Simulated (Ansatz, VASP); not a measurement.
## Two plane-wave programs on Rb

```
Rb
1.0
     0.00000    3.49429    3.93108
     3.49429    0.00000    3.93108
     3.49429    3.49429    0.00000
Rb
1
Direct
  0.00000 0.00000 0.00000
```

Change from the starting cell: strain -0.040 along x and y, +0.080 along z, atoms carried along.

Alike in both runs: task single point; functional PBE; dispersion D3(BJ); k mesh 12 × 12 × 12; occupations gaussian, width 0.15 eV; no spin polarisation.

```csv
,VASP,Ansatz
version,VASP 6.6.1,Ansatz 0.2.0
potentials or method,"VASP PAW PBE potentials, release 64 (Rb_sv), cutoff 520 eV","scalar-relativistic, plane waves, PAW"
valence electrons in the cell,9,9
```

```tsv
	VASP	Ansatz	Ansatz less VASP
gap on the k mesh at the Fermi level (eV)	none	none	-
pressure (GPa)	-0.3	-0.3	0.00
traceless stress, the component that is largest in VASP (GPa)	-0.09	-0.09	0.000
```

A gap of «none» marks a metal or a gap that the smearing closes.
